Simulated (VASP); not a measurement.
# HfC in VASP: single point with PBE

Aim: the single point of HfC with PBE.

All numbers are computed with VASP 6.6.1; they aren't measurements. Logs are shortened: lines on timing, memory, paths and dates and some standing lists are left out, and cuts for length are marked.

## 1. The cell of the first run

The cell holds a slab with vacuum, 8 atoms: a = 3.289 Å, b = 3.289 Å, c = 24.399 Å, α = 90.00°, β = 90.00°, γ = 120.00°.

## 2. Single point, PBE

INCAR reads:

```
SYSTEM = HfC
PREC = Accurate ; ENCUT = 520
EDIFF = 1E-7 ; ISMEAR = 0
SIGMA = 0.1 ; LREAL = .FALSE.
LASPH = .TRUE. ; NELM = 100
ALGO = Normal ; ISIF = 2
LWAVE = .FALSE. ; LCHARG = .TRUE.
LDIPOL = .TRUE. ; IDIPOL = 3
DIPOL = 0.5 0.5 0.500 ; GGA = PE
LELF = .TRUE. ; LVHAR = .TRUE.
LVACPOTAV = .TRUE. ; NBANDS = 38
```

KPOINTS reads:

```
regular mesh
0
G
  12 12 1
  0 0 0
```

POSCAR reads:

```
HfC
1.0
    3.2891025716      0.0000000000      0.0000000000
   -1.6445512858      2.8484463827      0.0000000000
    0.0000000000      0.0000000000     24.3993935142
Hf C
4 4
Direct
    0.3333333333      0.6666666667      0.3073846895
    0.0000000000      0.0000000000      0.4174505812
    0.6666666667      0.3333333333      0.5275164729
    0.3333333333      0.6666666667      0.6375823646
    0.6666666667      0.3333333333      0.3624176354
    0.3333333333      0.6666666667      0.4724835271
    0.0000000000      0.0000000000      0.5825494188
    0.6666666667      0.3333333333      0.6926153105
```

Potentials or basis: VASP PAW PBE potentials, release 64 (Hf_pv, C).

The run is started by

```console
cat potpaw_PBE.64/Hf_pv/POTCAR potpaw_PBE.64/C/POTCAR > POTCAR
mpirun -np 1 vasp_std > vasp.out
```

OUTCAR:

```text
SYSTEM = HfC
   PREC = Accurate
   ENCUT = 520
   EDIFF = 1E-7
   ISMEAR = 0
   LREAL = .FALSE.
   LASPH = .TRUE.
   NELM = 100
   ISIF = 2
   GGA = PE

 ion  position               nearest neighbor table
   1  0.333  0.667  0.307-   5 2.33   5 2.33   5 2.33   2 3.29   2 3.29   2 3.29
   2  0.000  0.000  0.417-   5 2.33   5 2.33   5 2.33   6 2.33   6 2.33   6 2.33   3 3.29   1 3.29
                             3 3.29   1 3.29   3 3.29   1 3.29
   3  0.667  0.333  0.528-   6 2.33   6 2.33   6 2.33   7 2.33   7 2.33   7 2.33   2 3.29   4 3.29
                             4 3.29   2 3.29   2 3.29   4 3.29
   4  0.333  0.667  0.638-   7 2.33   7 2.33   7 2.33   8 2.33   8 2.33   8 2.33   3 3.29   3 3.29
                             3 3.29
   5  0.667  0.333  0.362-   2 2.33   2 2.33   2 2.33   1 2.33   1 2.33   1 2.33
   6  0.333  0.667  0.472-   3 2.33   3 2.33   3 2.33   2 2.33   2 2.33   2 2.33
   7  0.000  0.000  0.583-   4 2.33   4 2.33   4 2.33   3 2.33   3 2.33   3 2.33
   8  0.667  0.333  0.693-   4 2.33   4 2.33   4 2.33

  LATTYP: Found a hexagonal cell.
 ALAT       =     3.2891025716
 C/A-ratio  =     7.4182525425

  Lattice vectors:

 A1 = (   3.2891025716,   0.0000000000,   0.0000000000)
 A2 = (  -1.6445512858,   2.8484463827,   0.0000000000)
 A3 = (   0.0000000000,   0.0000000000,  24.3993935142)

Analysis of symmetry for initial positions (statically):
=====================================================================
 Subroutine PRICEL returns:
 Original cell was already a primitive cell.

 Routine SETGRP: Setting up the symmetry group for a
 hexagonal supercell.

 Subroutine GETGRP returns: Found  6 space group operations
 (whereof  6 operations were pure point group operations)
 out of a pool of 24 trial point group operations.

The static configuration has the point symmetry C_3v.

Analysis of symmetry for dynamics (positions and initial velocities):
=====================================================================
 Subroutine PRICEL returns:
 Original cell was already a primitive cell.

 Routine SETGRP: Setting up the symmetry group for a
 hexagonal supercell.

 Subroutine GETGRP returns: Found  6 space group operations
 (whereof  6 operations were pure point group operations)
 out of a pool of 24 trial point group operations.

The dynamic configuration has the point symmetry C_3v.

 Subroutine INISYM returns: Found  6 space group operations
 (whereof  6 operations are pure point group operations),
 and found     1 'primitive' translations

----------------------------------------------------------------------------------------

                                     Primitive cell

  volume of cell :     228.5938

  direct lattice vectors                    reciprocal lattice vectors
     3.289102572  0.000000000  0.000000000     0.304034301  0.175534285  0.000000000
    -1.644551286  2.848446383  0.000000000     0.000000000  0.351068571  0.000000000
     0.000000000  0.000000000 24.399393514     0.000000000  0.000000000  0.040984625

  length of vectors
     3.289102572  3.289102572 24.399393514     0.351068571  0.351068571  0.040984625

  position of ions in fractional coordinates (direct lattice)
     0.333333333  0.666666667  0.307384689
     0.000000000  0.000000000  0.417450581
     0.666666667  0.333333333  0.527516473
     0.333333333  0.666666667  0.637582365
     0.666666667  0.333333333  0.362417635
     0.333333333  0.666666667  0.472483527
     0.000000000  0.000000000  0.582549419
     0.666666667  0.333333333  0.692615311

  ion indices of the primitive-cell ions
   primitive index   ion index
                 1           1
                 2           2
                 3           3
                 4           4
                 5           5
                 6           6
                 7           7
                 8           8

----------------------------------------------------------------------------------------

 KPOINTS: regular mesh

Automatic generation of k-mesh.
 Grid dimensions read from file:
 generate k-points for:   12   12    1

 Generating k-lattice:

  Cartesian coordinates                     Fractional coordinates (reciprocal lattice)
     0.025336192  0.014627857  0.000000000     0.083333333  0.000000000  0.000000000
     0.000000000  0.029255714  0.000000000     0.000000000  0.083333333  0.000000000
     0.000000000  0.000000000  0.040984625     0.000000000  0.000000000  1.000000000

  Length of vectors
     0.029255714  0.029255714  0.040984625

  Shift w.r.t. Gamma in fractional coordinates (k-lattice)
     0.000000000  0.000000000  0.000000000

 Subroutine IBZKPT returns following result:
 ===========================================

 Found     19 irreducible k-points:

 Following reciprocal coordinates:
            Coordinates               Weight
  0.000000  0.000000  0.000000      1.000000
  0.083333 -0.000000  0.000000      6.000000
  0.166667  0.000000  0.000000      6.000000
  0.250000 -0.000000  0.000000      6.000000
  0.333333 -0.000000  0.000000      6.000000
  0.416667 -0.000000  0.000000      6.000000
[... 11 lines left out ...]
  0.333333  0.250000  0.000000     12.000000
  0.333333  0.333333  0.000000      2.000000
   k-points           NKPTS =     19   k-points in BZ     NKDIM =     19   number of bands    NBANDS=     38
   number of dos      NEDOS =    301   number of ions     NIONS =      8
   total plane-waves  NPLWV = 110592
   dimension x,y,z NGX =    24 NGY =   24 NGZ =  192
   dimension x,y,z NGXF=    48 NGYF=   48 NGZF=  384
   ions per type =               4   4
   NGX,Y,Z   is equivalent  to a cutoff of  12.13, 12.13, 13.08 a.u.
   NGXF,Y,Z  is equivalent  to a cutoff of  24.26, 24.26, 26.16 a.u.
 SYSTEM =  HfC
   PREC   = accura    normal or accurate (medium, high low for compatibility)
   ISTART =      0    job   : 0-new  1-cont  2-samecut
   ICHARG =      2    charge: 1-file 2-atom 10-const
   ISPIN  =      1    spin polarized calculation?
   LNONCOLLINEAR =      F non collinear calculations
   LSORBIT =      F    spin-orbit coupling
   LASPH  =      T    aspherical Exc in radial PAW
   ENCUT  =  520.0 eV  38.22 Ry    6.18 a.u.   6.12  6.12 45.37*2*pi/ulx,y,z
   NELM   =    100;   NELMIN=  2; NELMDL= -5     # of ELM steps
   EDIFF  = 0.1E-06   stopping-criterion for ELM
   LREAL  =      F    real-space projection
   EDIFFG = 0.1E-05   stopping-criterion for IOM
   NSW    =      0    number of steps for IOM
   IBRION =     -1    ionic relax: 0-MD 1-quasi-New 2-CG
   NFREE  =      0    steps in history (QN), initial steepest desc. (CG)
   ISIF   =      2    stress and relaxation
   ISYM   =      2    0-nonsym 1-usesym 2-fastsym
   POTIM  = 0.5000    time-step for ionic-motion
   TEBEG  =    0.0;   TEEND  =   0.0 temperature during run
   PSTRESS=    0.0 pullay stress
   NELECT =      56.0000    total number of electrons
   NUPDOWN=      -1.0000    fix difference up-down
   EMIN   =  10.00;   EMAX   =-10.00  energy-range for DOS
   EFERMI =   0.00;   METHOD = LEGACY
   ISMEAR =     0;   SIGMA  =   0.10  broadening in eV -4-tet -1-fermi 0-gaus
   EFERMI_NEDOS =   21; number of points for ismear=-14 and -15
   IALGO  =     38    algorithm
   IMIX   =      4    mixing-type and parameters
     AMIX     =   0.40;   BMIX     =  1.00
     AMIX_MAG =   1.60;   BMIX_MAG =  1.00
  volume/ion in A,a.u.               =      28.57       192.83
  Fermi-wavevector in a.u.,A,eV,Ry     =   1.024352  1.935745 14.276561  1.049298
  Thomas-Fermi vector in A             =   2.158135
   LORBIT       =      0    0 simple, 1 ext, 2 COOP (PROOUT), +10 PAW based schemes
   GGA     = PE    functional components
   LHFCALC =     F    Hartree Fock is set to
   AEXX    =    0.0000 exact exchange contribution
   IVDW    =     0    specifies the selected vdW correction
   LEPSILON=     F    determine dielectric tensor
   LRPA    =     F    only Hartree local field effects (RPA)
 non-spin polarized calculation
 Gauss-broadening in eV      SIGMA  =   0.10
  energy-cutoff  :      520.00
  volume of cell :      228.59
 maximum number of plane-waves:      6222
   NGX = 13   NGY = 13   NGZ = 91

 dipolmoment           0.000000      0.000000     -0.004572 electrons x Angstroem

 number of electron      55.9999990 magnetization

 dipolmoment           0.000000      0.000000      0.123823 electrons x Angstroem

 Free energy of the ion-electron system (eV)
  ---------------------------------------------------
  ext. energy  EPLUGINS =         0.00000000
  ---------------------------------------------------
  free energy    TOTEN  =       -77.72712009 eV

  energy without entropy =      -77.70052159  energy(sigma->0) =      -77.71382084

 E-fermi :  -0.3964     XC(G=0):  -6.3282

 val. band max:       -0.4457206208   @ k =   0.3333   0.2500   0.0000
 cond. band min:      -0.3943235045   @ k =   0.3333   0.3333   0.0000
 fundamental gap:      0.0513971163
 Fermi energy:        -0.3963996400

 k-point     1 :       0.0000    0.0000    0.0000
  band No.  band energies     occupation
      1     -31.5145      2.00000
      2     -31.0563      2.00000
      3     -31.0563      2.00000
      4     -30.6248      2.00000
      5     -30.3219      2.00000
      6     -30.1426      2.00000
[... 30 lines left out ...]
     37       3.0175      0.00000
     38       3.1150      0.00000

 k-point     2 :       0.0833   -0.0000    0.0000
  band No.  band energies     occupation
      1     -31.5088      2.00000
      2     -31.0879      2.00000
      3     -31.0634      2.00000
      4     -30.6137      2.00000
      5     -30.3243      2.00000
      6     -30.1736      2.00000
[... 30 lines left out ...]
     37       3.1231      0.00000
     38       3.2905      0.00000
[... 654 lines left out ...]
     37       4.3397      0.00000
     38       4.8151      0.00000

 k-point    19 :       0.3333    0.3333    0.0000
  band No.  band energies     occupation
      1     -31.4169      2.00000
      2     -31.3837      2.00000
      3     -31.3621      2.00000
      4     -30.5410      2.00000
      5     -30.5298      2.00000
      6     -30.5278      2.00000
[... 30 lines left out ...]
     37       4.2817      0.00000
     38       4.4707      0.00000

------------------------ aborting loop because EDIFF is reached ----------------------------------------

  FORCE on cell =-STRESS in cart. coord.  units (eV):
  Direction    XX          YY          ZZ          XY          YZ          ZX
  --------------------------------------------------------------------------------------
  -------------------------------------------------------------------------------------
  Total       -3.3155335     -3.3155335     -4.7587081      0.0000000      0.0000000      0.0000000
  in kB      -23.2380402    -23.2380402    -33.3530193      0.0000000      0.0000000      0.0000000
  external PRESSURE =     -26.6096999 kB  Pullay stress =       0.0000000 kB

 VOLUME and BASIS-vectors are now :
 -----------------------------------------------------------------------------
  energy-cutoff  :      520.00
  volume of cell :      228.59
      direct lattice vectors                 reciprocal lattice vectors
     3.289102572  0.000000000  0.000000000     0.304034301  0.175534285  0.000000000
    -1.644551286  2.848446383  0.000000000     0.000000000  0.351068571  0.000000000
     0.000000000  0.000000000 24.399393514     0.000000000  0.000000000  0.040984625

 POSITION                                       TOTAL-FORCE (eV/Angst)
 -----------------------------------------------------------------------------------
     -0.00000      1.89896      7.50000         0.000000     -0.000000      1.441550
      0.00000      0.00000     10.18554        -0.000000     -0.000000      0.326983
      1.64455      0.94948     12.87108        -0.000000     -0.000000     -0.550530
     -0.00000      1.89896     15.55662        -0.000000      0.000000      1.125692
      1.64455      0.94948      8.84277         0.000000      0.000000     -1.473165
     -0.00000      1.89896     11.52831        -0.000000      0.000000      0.111188
      0.00000      0.00000     14.21385        -0.000000     -0.000000      0.359889
      1.64455      0.94948     16.89939         0.000000     -0.000000     -1.341605
 -----------------------------------------------------------------------------------
    total drift:                               -0.000000      0.000000     -0.000269

  FREE ENERGIE OF THE ION-ELECTRON SYSTEM (eV)
  ---------------------------------------------------
  free  energy   TOTEN  =       -77.7271200857 eV

  energy  without entropy=      -77.7005215943  energy(sigma->0) =      -77.71382084

 vacuum level on the upper side and lower side of the slab         6.516         4.124
```

Wall time 12 min (1 thread of Intel Xeon Platinum 8259CL at 2.50GHz (Skylake/Cascade Lake), shared host); peak memory 0.4 GiB.

What came out:

```
Free energy            : -77.7271 eV
Largest force          : 1.473 eV/Å
Band gap on the k mesh : zero (band 28 reaches 0.34 eV, above the bottom of band 29 at -0.49 eV)
```

Forces in eV/Å, atoms in the order of the input:
```
Hf   0.000  0.000  1.442
Hf   0.000  0.000  0.327
Hf   0.000  0.000 -0.551
Hf   0.000  0.000  1.126
C    0.000  0.000 -1.473
C    0.000  0.000  0.111
C    0.000  0.000  0.360
C    0.000  0.000 -1.342
```

Levels at points of the mesh, in eV from the Fermi level:
```csv
k point,band 24,band 25,band 26,band 27,band 28,band 29,band 30,band 31,band 32,band 33
"(0.00, 0.00, 0.00)",-0.87,-0.87,-0.72,0.07,0.74,0.74,1.44,1.60,1.60,2.37
"(0.50, 0.00, 0.00)",-2.21,-1.96,-1.18,-1.07,0.17,0.35,0.37,1.07,2.53,2.62
```

Caveat: spin-orbit coupling is left out, which moves the levels of the heavy elements.
